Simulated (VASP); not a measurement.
# Ge (I4_1/amd) in VASP: notebook

Ge is run at these levels: PBE; tasks: single point.

All numbers are computed with VASP 6.6.1; they aren't measurements. Logs are shortened: lines on timing, memory, paths and dates and some standing lists are left out, and cuts for length are marked.

## 1. The cell of the first run

It takes space group I4_1/amd (No. 141, tetragonal). The conventional cell has a = 4.074 Å, b = 4.074 Å, c = 5.819 Å, α = 90.00°, β = 90.00°, γ = 90.00°. Ge (site symmetry -4m2) has 4 Ge at 2.50 Å within 3.3 Å.

## 2. Single point, PBE (engineering shear strain xy +0.0000, normal strain along z +0.0100)

The input, INCAR:

```
SYSTEM = Ge
PREC = Accurate
ENCUT = 520
EDIFF = 1E-7
ISMEAR = 0
SIGMA = 0.15
LREAL = .FALSE.
LASPH = .TRUE.
NELM = 60
ALGO = Normal
ISIF = 2
LWAVE = .FALSE.
LCHARG = .FALSE.
GGA = PE
NBANDS = 21
```

The input, KPOINTS:

```
Automatic mesh
0
G
  14 14 14
  0 0 0
```

The input, POSCAR:

```
Ge
1.0
    0.0000000000      2.8805347716      2.9093401193
    2.8805347716      0.0000000000      2.9093401193
    2.8805347716      2.8805347716      0.0000000000
Ge
2
Direct
    0.5000000000      0.5000000000      0.5000000000
    0.7500000000      0.7500000000      0.7500000000
```

Potentials or basis: VASP PAW PBE potentials, release 64 (Ge_d).

The run is started by

```sh
cat potpaw_PBE.64/Ge_d/POTCAR > POTCAR
mpirun -np 1 vasp_std > vasp.out
```

OUTCAR:

```text
SYSTEM = Ge
   PREC = Accurate
   ENCUT = 520
   EDIFF = 1E-7
   ISMEAR = 0
   LREAL = .FALSE.
   LASPH = .TRUE.
   NELM = 60
   ISIF = 2
   GGA = PE

 ion  position               nearest neighbor table
   1  0.500  0.500  0.500-   2 2.50   2 2.50   2 2.50   2 2.50
   2  0.750  0.750  0.750-   1 2.50   1 2.50   1 2.50   1 2.50

  LATTYP: Found a body centered tetragonal cell.
 ALAT       =     4.0736913409
 C/A-ratio  =     1.4283556980

  Lattice vectors:

 A1 = (  -2.8805347716,   0.0000000000,   2.9093401193)
 A2 = (   2.8805347716,   0.0000000000,   2.9093401193)
 A3 = (   0.0000000000,   2.8805347716,  -2.9093401193)

Analysis of symmetry for initial positions (statically):
=====================================================================
 Subroutine PRICEL returns:
 Original cell was already a primitive cell.

 Routine SETGRP: Setting up the symmetry group for a
 body centered tetragonal supercell.

 Subroutine GETGRP returns: Found 16 space group operations
 (whereof  8 operations were pure point group operations)
 out of a pool of 16 trial point group operations.

The static configuration has the point symmetry D_2d.
 The point group associated with its full space group is D_4h.

Analysis of symmetry for dynamics (positions and initial velocities):
=====================================================================
 Subroutine PRICEL returns:
 Original cell was already a primitive cell.

 Routine SETGRP: Setting up the symmetry group for a
 body centered tetragonal supercell.

 Subroutine GETGRP returns: Found 16 space group operations
 (whereof  8 operations were pure point group operations)
 out of a pool of 16 trial point group operations.

The dynamic configuration has the point symmetry D_2d.
 The point group associated with its full space group is D_4h.

 Subroutine INISYM returns: Found 16 space group operations
 (whereof  8 operations are pure point group operations),
 and found     1 'primitive' translations

----------------------------------------------------------------------------------------

                                     Primitive cell

  volume of cell :      48.2804

  direct lattice vectors                    reciprocal lattice vectors
     0.000000000  2.880534772  2.909340119    -0.173578880  0.173578880  0.171860277
     2.880534772  0.000000000  2.909340119     0.173578880 -0.173578880  0.171860277
     2.880534772  2.880534772  0.000000000     0.173578880  0.173578880 -0.171860277

  length of vectors
     4.094110465  4.094110465  4.073691341     0.299658489  0.299658489  0.299658489

  position of ions in fractional coordinates (direct lattice)
     0.500000000  0.500000000  0.500000000
     0.750000000  0.750000000  0.750000000

  ion indices of the primitive-cell ions
   primitive index   ion index
                 1           1
                 2           2

----------------------------------------------------------------------------------------

 KPOINTS: Automatic mesh

Automatic generation of k-mesh.
 Grid dimensions read from file:
 generate k-points for:   14   14   14

 Generating k-lattice:

  Cartesian coordinates                     Fractional coordinates (reciprocal lattice)
    -0.012398491  0.012398491  0.012275734     0.071428571  0.000000000  0.000000000
     0.012398491 -0.012398491  0.012275734     0.000000000  0.071428571  0.000000000
     0.012398491  0.012398491 -0.012275734     0.000000000  0.000000000  0.071428571

  Length of vectors
     0.021404178  0.021404178  0.021404178

  Shift w.r.t. Gamma in fractional coordinates (k-lattice)
     0.000000000  0.000000000  0.000000000

 Subroutine IBZKPT returns following result:
 ===========================================

 Found    244 irreducible k-points:

 Following reciprocal coordinates:
            Coordinates               Weight
  0.000000  0.000000  0.000000      1.000000
  0.071429  0.000000  0.000000      8.000000
  0.142857  0.000000  0.000000      8.000000
  0.214286  0.000000  0.000000      8.000000
  0.285714  0.000000  0.000000      8.000000
  0.357143  0.000000  0.000000      8.000000
[... 16 lines left out ...]
  0.214286  0.142857  0.000000      8.000000
  0.285714  0.142857  0.000000      8.000000
 [... further k-points ...]
   k-points           NKPTS =    244   k-points in BZ     NKDIM =    244   number of bands    NBANDS=     21
   number of dos      NEDOS =    301   number of ions     NIONS =      2
   total plane-waves  NPLWV =  27000
   dimension x,y,z NGX =    30 NGY =   30 NGZ =   30
   dimension x,y,z NGXF=    60 NGYF=   60 NGZF=   60
   ions per type =               2
   NGX,Y,Z   is equivalent  to a cutoff of  12.18, 12.18, 12.24 a.u.
   NGXF,Y,Z  is equivalent  to a cutoff of  24.36, 24.36, 24.49 a.u.
 SYSTEM =  Ge
   PREC   = accura    normal or accurate (medium, high low for compatibility)
   ISTART =      0    job   : 0-new  1-cont  2-samecut
   ICHARG =      2    charge: 1-file 2-atom 10-const
   ISPIN  =      1    spin polarized calculation?
   LNONCOLLINEAR =      F non collinear calculations
   LSORBIT =      F    spin-orbit coupling
   LASPH  =      T    aspherical Exc in radial PAW
   ENCUT  =  520.0 eV  38.22 Ry    6.18 a.u.   7.61  7.61  7.57*2*pi/ulx,y,z
   NELM   =     60;   NELMIN=  2; NELMDL= -5     # of ELM steps
   EDIFF  = 0.1E-06   stopping-criterion for ELM
   LREAL  =      F    real-space projection
   EDIFFG = 0.1E-05   stopping-criterion for IOM
   NSW    =      0    number of steps for IOM
   IBRION =     -1    ionic relax: 0-MD 1-quasi-New 2-CG
   NFREE  =      0    steps in history (QN), initial steepest desc. (CG)
   ISIF   =      2    stress and relaxation
   ISYM   =      2    0-nonsym 1-usesym 2-fastsym
   POTIM  = 0.5000    time-step for ionic-motion
   TEBEG  =    0.0;   TEEND  =   0.0 temperature during run
   PSTRESS=    0.0 pullay stress
   NELECT =      28.0000    total number of electrons
   NUPDOWN=      -1.0000    fix difference up-down
   EMIN   =  10.00;   EMAX   =-10.00  energy-range for DOS
   EFERMI =   0.00;   METHOD = LEGACY
   ISMEAR =     0;   SIGMA  =   0.15  broadening in eV -4-tet -1-fermi 0-gaus
   EFERMI_NEDOS =   21; number of points for ismear=-14 and -15
   IALGO  =     38    algorithm
   IMIX   =      4    mixing-type and parameters
     AMIX     =   0.40;   BMIX     =  1.00
     AMIX_MAG =   1.60;   BMIX_MAG =  1.00
  volume/ion in A,a.u.               =      24.14       162.91
  Fermi-wavevector in a.u.,A,eV,Ry     =   1.365224  2.579899 25.359038  1.863837
  Thomas-Fermi vector in A             =   2.491471
   LORBIT       =      0    0 simple, 1 ext, 2 COOP (PROOUT), +10 PAW based schemes
   GGA     = PE    functional components
   LHFCALC =     F    Hartree Fock is set to
   AEXX    =    0.0000 exact exchange contribution
   IVDW    =     0    specifies the selected vdW correction
   LEPSILON=     F    determine dielectric tensor
   LRPA    =     F    only Hartree local field effects (RPA)
 non-spin polarized calculation
 Gauss-broadening in eV      SIGMA  =   0.15
  energy-cutoff  :      520.00
  volume of cell :       48.28
 maximum number of plane-waves:      1319
   NGX = 15   NGY = 15   NGZ = 15

 number of electron      27.9999973 magnetization

 Free energy of the ion-electron system (eV)
  ---------------------------------------------------
  ext. energy  EPLUGINS =         0.00000000
  ---------------------------------------------------
  free energy    TOTEN  =        -9.03568700 eV

  energy without entropy =       -9.03463747  energy(sigma->0) =       -9.03516224

 E-fermi :   4.3795     XC(G=0):  -9.6246

 val. band max:        4.3364308431   @ k =   0.0000   0.0000   0.0000
 cond. band min:       4.3814988503   @ k =   0.5000   0.0000   0.0000
 fundamental gap:      0.0450680071
 Fermi energy:         4.3794928269

 k-point     1 :       0.0000    0.0000    0.0000
  band No.  band energies     occupation
      1     -20.3493      2.00000
      2     -20.3493      2.00000
      3     -20.3475      2.00000
      4     -20.3174      2.00000
      5     -20.3171      2.00000
      6     -20.1415      2.00000
[... 13 lines left out ...]
     20      13.6016      0.00000
     21      13.7940      0.00000

 k-point     2 :       0.0714    0.0000    0.0000
  band No.  band energies     occupation
      1     -20.3520      2.00000
      2     -20.3509      2.00000
      3     -20.3478      2.00000
      4     -20.3137      2.00000
      5     -20.3135      2.00000
      6     -20.1452      2.00000
[... 13 lines left out ...]
     20      13.1925      0.00000
     21      13.3565      0.00000

 k-point     3 :       0.1429    0.0000    0.0000
  band No.  band energies     occupation
      1     -20.3574      2.00000
      2     -20.3561      2.00000
      3     -20.3459      2.00000
      4     -20.3057      2.00000
      5     -20.3057      2.00000
      6     -20.1524      2.00000
[... 13 lines left out ...]
     20      12.6980      0.00000
     21      12.8221      0.00000

 k-point     4 :       0.2143    0.0000    0.0000
  band No.  band energies     occupation
      1     -20.3626      2.00000
      2     -20.3611      2.00000
      3     -20.3429      2.00000
      4     -20.2973      2.00000
      5     -20.2972      2.00000
      6     -20.1598      2.00000
[... 13 lines left out ...]
     20      12.5296      0.00000
     21      12.5963      0.00000

 k-point     5 :       0.2857    0.0000    0.0000
  band No.  band energies     occupation
      1     -20.3665      2.00000
      2     -20.3648      2.00000
      3     -20.3395      2.00000
      4     -20.2903      2.00000
      5     -20.2900      2.00000
      6     -20.1655      2.00000
[... 13 lines left out ...]
     20      12.7900      0.00000
     21      12.8069      0.00000
[... 382 lines left out ...]
     20      12.6655      0.00000
     21      13.1418      0.00000

 k-point    22 :       0.1429    0.1429    0.0000
  band No.  band energies     occupation
      1     -20.3557      2.00000
      2     -20.3557      2.00000
      3     -20.3550      2.00000
      4     -20.3075      2.00000
      5     -20.2921      2.00000
      6     -20.1760      2.00000
[... 13 lines left out ...]
     20      12.0904      0.00000
     21      14.1244      0.00000

 k-point    23 :       0.2143    0.1429    0.0000
  band No.  band energies     occupation
      1     -20.3628      2.00000
      2     -20.3595      2.00000
      3     -20.3509      2.00000
      4     -20.3013      2.00000
      5     -20.2818      2.00000
      6     -20.1870      2.00000
[... 13 lines left out ...]
     20      12.8240      0.00000
     21      14.0398      0.00000

 k-point    24 :       0.2857    0.1429    0.0000
  band No.  band energies     occupation
      1     -20.3697      2.00000
      2     -20.3638      2.00000
      3     -20.3442      2.00000
      4     -20.2936      2.00000
      5     -20.2727      2.00000
      6     -20.1954      2.00000
[... 13 lines left out ...]
     20      13.4574      0.00000
     21      14.0405      0.00000

 [... further k-points ...]

------------------------ aborting loop because EDIFF is reached ----------------------------------------

  FORCE on cell =-STRESS in cart. coord.  units (eV):
  Direction    XX          YY          ZZ          XY          YZ          ZX
  --------------------------------------------------------------------------------------
  -------------------------------------------------------------------------------------
  Total       -0.1316609     -0.1316609     -0.3317122      0.0000000      0.0000000      0.0000000
  in kB       -4.3691467     -4.3691467    -11.0078197      0.0000000      0.0000000      0.0000000
  external PRESSURE =      -6.5820377 kB  Pullay stress =       0.0000000 kB

 VOLUME and BASIS-vectors are now :
 -----------------------------------------------------------------------------
  energy-cutoff  :      520.00
  volume of cell :       48.28
      direct lattice vectors                 reciprocal lattice vectors
     0.000000000  2.880534772  2.909340119    -0.173578880  0.173578880  0.171860277
     2.880534772  0.000000000  2.909340119     0.173578880 -0.173578880  0.171860277
     2.880534772  2.880534772  0.000000000     0.173578880  0.173578880 -0.171860277

 POSITION                                       TOTAL-FORCE (eV/Angst)
 -----------------------------------------------------------------------------------
      2.88053      2.88053      2.90934         0.000000     -0.000000      0.000000
      4.32080      4.32080      4.36401        -0.000000      0.000000     -0.000000
 -----------------------------------------------------------------------------------
    total drift:                                0.000000     -0.000000      0.000000

  FREE ENERGIE OF THE ION-ELECTRON SYSTEM (eV)
  ---------------------------------------------------
  free  energy   TOTEN  =        -9.0356870000 eV

  energy  without entropy=       -9.0346374749  energy(sigma->0) =       -9.03516224
```

Run time: 84 s. Hardware: 1 thread of Intel Xeon 6975P-C (Granite Rapids), shared host; peak memory 0.31 GiB.

Results:

- Free energy: -9.0357 eV
- Pressure: -0.7 GPa
- Band gap on the k mesh: zero (band 14 reaches 4.41 eV, above the bottom of band 15 at 4.38 eV)

Levels at points of the mesh, in eV from the Fermi level:
```csv
k point,band 11,band 12,band 13,band 14,band 15,band 16,band 17,band 18
"(0.00, 0.00, 0.00)",-12.29,-0.53,-0.04,0.03,0.03,2.52,2.52,2.56
"(0.50, 0.00, 0.00)",-10.36,-7.31,-1.34,-1.26,0.00,3.69,3.74,7.10
"(0.50, 0.50, 0.00)",-8.68,-8.68,-2.81,-2.81,0.89,0.89,8.99,8.99
"(0.50, 0.00, 0.50)",-8.63,-8.63,-2.87,-2.87,0.81,0.81,9.00,9.00
```

Caveat: the cell differs from its parent crystal (engineering shear strain xy +0.0000, normal strain along z +0.0100).

[end of part 1 of 2]
